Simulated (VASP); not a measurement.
# Zr3Ag (P4/mmm) in VASP: notebook

The runs below take Zr3Ag through single point, with LDA.

All numbers are computed with VASP 6.6.1; they aren't measurements. Logs are shortened: lines on timing, memory, paths and dates and some standing lists are left out, and cuts for length are marked.

## 1. The cell of the first run

The structure is tetragonal, space group P4/mmm (No. 123). The conventional cell has a = 4.551 Å, b = 4.551 Å, c = 3.973 Å, α = 90.00°, β = 90.00°, γ = 90.00°. Within 4.0 Å of Zr (site symmetry 4/mmm) lie 10 Zr at 3.02 to 3.97 Å and 4 Ag at 3.22 Å. Within 4.0 Å of Zr (site symmetry mmm) lie 10 Zr at 3.02 to 3.97 Å and 4 Ag at 3.02 Å. Ag (site symmetry 4/mmm) has 12 Zr at 3.02 to 3.22 Å and 2 Ag at 3.97 Å within 4.0 Å.

## 2. Single point, LDA (20.57 Å³/atom)

The input, INCAR:

```
PREC = Accurate
ENCUT = 520
EDIFF = 1E-6
ISMEAR = -1
SIGMA = 0.05
LREAL = F
LASPH = T
NELM = 100
ALGO = Normal
ISIF = 2
LWAVE = F
LCHARG = F
GGA = CA
NBANDS = 32
```

The input, KPOINTS:

```
regular mesh
0
Gamma
  7 7 8
```

The input, POSCAR:

```
Zr3Ag
1.0
    4.5507289829      0.0000000000      0.0000000000
    0.0000000000      4.5507289829      0.0000000000
    0.0000000000      0.0000000000      3.9726687967
Zr Ag
3 1
Direct
    0.5000000000      0.5000000000      0.0000000000
    0.0000000000      0.5000000000      0.5000000000
    0.5000000000      0.0000000000      0.5000000000
    0.0000000000      0.0000000000      0.0000000000
```

Potentials or basis: VASP PAW LDA potentials, release 64 (Zr_sv, Ag).

Command:

```bash
$ cat potpaw_LDA.64/Zr_sv/POTCAR potpaw_LDA.64/Ag/POTCAR > POTCAR
$ mpirun -np 1 vasp_std > vasp.out
```

OUTCAR:

```text
PREC = Accurate
   ENCUT = 520
   EDIFF = 1E-6
   ISMEAR = -1
   LREAL = F
   LASPH = T
   NELM = 100
   ISIF = 2
   GGA = CA

 ion  position               nearest neighbor table
   1  0.500  0.500  0.000-   2 3.02   3 3.02   2 3.02   3 3.02   3 3.02   3 3.02   2 3.02   2 3.02
                             4 3.22   4 3.22   4 3.22   4 3.22
   2  0.000  0.500  0.500-   1 3.02   4 3.02   1 3.02   4 3.02   4 3.02   4 3.02   1 3.02   1 3.02
                             3 3.22   3 3.22   3 3.22   3 3.22
   3  0.500  0.000  0.500-   1 3.02   4 3.02   1 3.02   4 3.02   1 3.02   1 3.02   4 3.02   4 3.02
                             2 3.22   2 3.22   2 3.22   2 3.22
   4  0.000  0.000  0.000-   2 3.02   3 3.02   2 3.02   3 3.02   2 3.02   2 3.02   3 3.02   3 3.02
                             1 3.22   1 3.22   1 3.22   1 3.22

  LATTYP: Found a simple tetragonal cell.
 ALAT       =     4.5507289829
 C/A-ratio  =     0.8729741568

  Lattice vectors:

 A1 = (   4.5507289829,   0.0000000000,   0.0000000000)
 A2 = (   0.0000000000,   4.5507289829,   0.0000000000)
 A3 = (   0.0000000000,   0.0000000000,   3.9726687967)

Analysis of symmetry for initial positions (statically):
=====================================================================
 Subroutine PRICEL returns:
 Original cell was already a primitive cell.

 Routine SETGRP: Setting up the symmetry group for a
 simple tetragonal supercell.

 Subroutine GETGRP returns: Found 16 space group operations
 (whereof 16 operations were pure point group operations)
 out of a pool of 16 trial point group operations.

The static configuration has the point symmetry D_4h.

Analysis of symmetry for dynamics (positions and initial velocities):
=====================================================================
 Subroutine PRICEL returns:
 Original cell was already a primitive cell.

 Routine SETGRP: Setting up the symmetry group for a
 simple tetragonal supercell.

 Subroutine GETGRP returns: Found 16 space group operations
 (whereof 16 operations were pure point group operations)
 out of a pool of 16 trial point group operations.

The dynamic configuration has the point symmetry D_4h.

 Subroutine INISYM returns: Found 16 space group operations
 (whereof 16 operations are pure point group operations),
 and found     1 'primitive' translations

----------------------------------------------------------------------------------------

                                     Primitive cell

  volume of cell :      82.2705

  direct lattice vectors                    reciprocal lattice vectors
     4.550728983  0.000000000  0.000000000     0.219745013  0.000000000  0.000000000
     0.000000000  4.550728983  0.000000000     0.000000000  0.219745013  0.000000000
     0.000000000  0.000000000  3.972668797     0.000000000  0.000000000  0.251719952

  length of vectors
     4.550728983  4.550728983  3.972668797     0.219745013  0.219745013  0.251719952

  position of ions in fractional coordinates (direct lattice)
     0.500000000  0.500000000  0.000000000
     0.000000000  0.500000000  0.500000000
     0.500000000  0.000000000  0.500000000
     0.000000000  0.000000000  0.000000000

  ion indices of the primitive-cell ions
   primitive index   ion index
                 1           1
                 2           2
                 3           3
                 4           4

----------------------------------------------------------------------------------------

 KPOINTS: regular mesh

Automatic generation of k-mesh.
 Grid dimensions read from file:
 generate k-points for:    7    7    8

 Generating k-lattice:

  Cartesian coordinates                     Fractional coordinates (reciprocal lattice)
     0.031392145  0.000000000  0.000000000     0.142857143  0.000000000  0.000000000
     0.000000000  0.031392145  0.000000000     0.000000000  0.142857143  0.000000000
     0.000000000  0.000000000  0.031464994     0.000000000  0.000000000  0.125000000

  Length of vectors
     0.031392145  0.031392145  0.031464994

  Shift w.r.t. Gamma in fractional coordinates (k-lattice)
     0.000000000  0.000000000  0.000000000

 Subroutine IBZKPT returns following result:
 ===========================================

 Found     50 irreducible k-points:

 Following reciprocal coordinates:
            Coordinates               Weight
  0.000000  0.000000  0.000000      1.000000
  0.142857  0.000000  0.000000      4.000000
  0.285714  0.000000  0.000000      4.000000
  0.428571  0.000000  0.000000      4.000000
  0.142857  0.142857  0.000000      4.000000
  0.285714  0.142857  0.000000      8.000000
[... 16 lines left out ...]
  0.285714  0.000000  0.250000      8.000000
  0.428571  0.000000  0.250000      8.000000
 [... further k-points ...]
   k-points           NKPTS =     50   k-points in BZ     NKDIM =     50   number of bands    NBANDS=     32
   number of dos      NEDOS =    301   number of ions     NIONS =      4
   total plane-waves  NPLWV =  38880
   dimension x,y,z NGX =    36 NGY =   36 NGZ =   30
   dimension x,y,z NGXF=    72 NGYF=   72 NGZF=   60
   ions per type =               3   1
   NGX,Y,Z   is equivalent  to a cutoff of  13.15, 13.15, 12.55 a.u.
   NGXF,Y,Z  is equivalent  to a cutoff of  26.30, 26.30, 25.11 a.u.
 SYSTEM =  unknown system
   PREC   = accura    normal or accurate (medium, high low for compatibility)
   ISTART =      0    job   : 0-new  1-cont  2-samecut
   ICHARG =      2    charge: 1-file 2-atom 10-const
   ISPIN  =      1    spin polarized calculation?
   LNONCOLLINEAR =      F non collinear calculations
   LSORBIT =      F    spin-orbit coupling
   LASPH  =      T    aspherical Exc in radial PAW
   ENCUT  =  520.0 eV  38.22 Ry    6.18 a.u.   8.46  8.46  7.39*2*pi/ulx,y,z
   NELM   =    100;   NELMIN=  2; NELMDL= -5     # of ELM steps
   EDIFF  = 0.1E-05   stopping-criterion for ELM
   LREAL  =      F    real-space projection
   EDIFFG = 0.1E-04   stopping-criterion for IOM
   NSW    =      0    number of steps for IOM
   IBRION =     -1    ionic relax: 0-MD 1-quasi-New 2-CG
   NFREE  =      0    steps in history (QN), initial steepest desc. (CG)
   ISIF   =      2    stress and relaxation
   ISYM   =      2    0-nonsym 1-usesym 2-fastsym
   POTIM  = 0.5000    time-step for ionic-motion
   TEBEG  =    0.0;   TEEND  =   0.0 temperature during run
   PSTRESS=    0.0 pullay stress
   NELECT =      47.0000    total number of electrons
   NUPDOWN=      -1.0000    fix difference up-down
   EMIN   =  10.00;   EMAX   =-10.00  energy-range for DOS
   EFERMI =   0.00;   METHOD = LEGACY
   ISMEAR =    -1;   SIGMA  =   0.05  broadening in eV -4-tet -1-fermi 0-gaus
   EFERMI_NEDOS =   21; number of points for ismear=-14 and -15
   IALGO  =     38    algorithm
   IMIX   =      4    mixing-type and parameters
     AMIX     =   0.40;   BMIX     =  1.00
     AMIX_MAG =   1.60;   BMIX_MAG =  1.00
  volume/ion in A,a.u.               =      20.57       138.80
  Fermi-wavevector in a.u.,A,eV,Ry     =   1.358395  2.566994 25.105966  1.845236
  Thomas-Fermi vector in A             =   2.485232
   LORBIT       =      0    0 simple, 1 ext, 2 COOP (PROOUT), +10 PAW based schemes
   GGA     = CA    functional components
   LHFCALC =     F    Hartree Fock is set to
   AEXX    =    0.0000 exact exchange contribution
   IVDW    =     0    specifies the selected vdW correction
   LEPSILON=     F    determine dielectric tensor
   LRPA    =     F    only Hartree local field effects (RPA)
 non-spin polarized calculation
  energy-cutoff  :      520.00
  volume of cell :       82.27
 maximum number of plane-waves:      2243
 NGX is ok and might be reduce to    36
   NGX = 17   NGY = 17   NGZ = 15

 number of electron      46.9999996 magnetization

 Free energy of the ion-electron system (eV)
  ---------------------------------------------------
  ext. energy  EPLUGINS =         0.00000000
  ---------------------------------------------------
  free energy    TOTEN  =       -31.66801525 eV

  energy without entropy =      -31.62278736  energy(sigma->0) =      -31.64540131

 E-fermi :   9.1353     XC(G=0): -11.8101

 val. band max:        9.1292495877   @ k =   0.2857   0.1429   0.2500
 cond. band min:       9.1456986973   @ k =   0.4286   0.1429   0.3750
 fundamental gap:      0.0164491095
 Fermi energy:         9.1352883881

 k-point     1 :       0.0000    0.0000    0.0000
  band No.  band energies     occupation
      1     -39.1360      2.00000
      2     -38.9910      2.00000
      3     -38.7389      2.00000
      4     -17.7221      2.00000
      5     -17.7221      2.00000
      6     -17.6012      2.00000
[... 24 lines left out ...]
     31      13.4832      0.00000
     32      14.1766      0.00000

 k-point     2 :       0.1429    0.0000    0.0000
  band No.  band energies     occupation
      1     -39.1276      2.00000
      2     -38.9957      2.00000
      3     -38.7427      2.00000
      4     -17.7040      2.00000
      5     -17.6795      2.00000
      6     -17.5789      2.00000
[... 24 lines left out ...]
     31      13.9000      0.00000
     32      13.9528      0.00000

 k-point     3 :       0.2857    0.0000    0.0000
  band No.  band energies     occupation
      1     -39.1051      2.00000
      2     -39.0101      2.00000
      3     -38.7512      2.00000
      4     -17.6576      2.00000
      5     -17.5597      2.00000
      6     -17.5211      2.00000
[... 24 lines left out ...]
     31      13.0871      0.00000
     32      13.2239      0.00000

 k-point     4 :       0.4286    0.0000    0.0000
  band No.  band energies     occupation
      1     -39.0769      2.00000
      2     -39.0316      2.00000
      3     -38.7582      2.00000
      4     -17.6111      2.00000
      5     -17.4612      2.00000
      6     -17.3928      2.00000
[... 654 lines left out ...]
     31      13.2928      0.00000
     32      13.4542      0.00000

 k-point    23 :       0.2857    0.0000    0.2500
  band No.  band energies     occupation
      1     -39.0855      2.00000
      2     -39.0080      2.00000
      3     -38.7691      2.00000
      4     -17.6603      2.00000
      5     -17.5497      2.00000
      6     -17.3720      2.00000
[... 24 lines left out ...]
     31      12.9018      0.00000
     32      13.4380      0.00000

 k-point    24 :       0.4286    0.0000    0.2500
  band No.  band energies     occupation
      1     -39.0609      2.00000
      2     -39.0288      2.00000
      3     -38.7727      2.00000
      4     -17.6014      2.00000
      5     -17.4926      2.00000
      6     -17.4808      2.00000
[... 24 lines left out ...]
     31      13.0015      0.00000
     32      13.4579      0.00000

 [... further k-points ...]

------------------------ aborting loop because EDIFF is reached ----------------------------------------

  FORCE on cell =-STRESS in cart. coord.  units (eV):
  Direction    XX          YY          ZZ          XY          YZ          ZX
  --------------------------------------------------------------------------------------
  -------------------------------------------------------------------------------------
  Total       -2.4129305     -2.4129305     -1.1297462      0.0000000      0.0000000     -0.0000000
  in kB      -46.9906108    -46.9906108    -22.0012406      0.0000000      0.0000000     -0.0000000
  external PRESSURE =     -38.6608207 kB  Pullay stress =       0.0000000 kB

 VOLUME and BASIS-vectors are now :
 -----------------------------------------------------------------------------
  energy-cutoff  :      520.00
  volume of cell :       82.27
      direct lattice vectors                 reciprocal lattice vectors
     4.550728983  0.000000000  0.000000000     0.219745013  0.000000000  0.000000000
     0.000000000  4.550728983  0.000000000     0.000000000  0.219745013  0.000000000
     0.000000000  0.000000000  3.972668797     0.000000000  0.000000000  0.251719952

 POSITION                                       TOTAL-FORCE (eV/Angst)
 -----------------------------------------------------------------------------------
      2.27536      2.27536      0.00000         0.000000      0.000000      0.000000
      0.00000      2.27536      1.98633         0.000000      0.000000      0.000000
      2.27536      0.00000      1.98633         0.000000      0.000000      0.000000
      0.00000      0.00000      0.00000         0.000000      0.000000      0.000000
 -----------------------------------------------------------------------------------
    total drift:                                0.000000      0.000000      0.000000

  FREE ENERGIE OF THE ION-ELECTRON SYSTEM (eV)
  ---------------------------------------------------
  free  energy   TOTEN  =       -31.6680152531 eV

  energy  without entropy=      -31.6227873574  energy(sigma->0) =      -31.64540131
```

Wall time 84 s (1 thread of AMD EPYC 7R43 (Zen 3), shared host); peak memory 0.2 GiB.

Results:

* Free energy: -31.6680 eV
* Pressure: -3.9 GPa
* Band gap on the k mesh: zero (an odd number of electrons rules out a gap without spin polarisation)

Levels at points of the mesh, in eV from the Fermi level:
```tsv
k point	band 22	band 23	band 24	band 25	band 26	band 27
(0.00, 0.00, 0.00)	-0.89	-0.84	-0.18	2.20	2.20	3.29
(0.00, 0.00, 0.50)	-0.91	-0.87	0.89	0.92	0.92	2.26
```

Caveat: the cell stands under tension.

(Part 1 of 2 ends here.)

The gap in the log of VASP goes by the Fermi energy; the results here count the filled bands.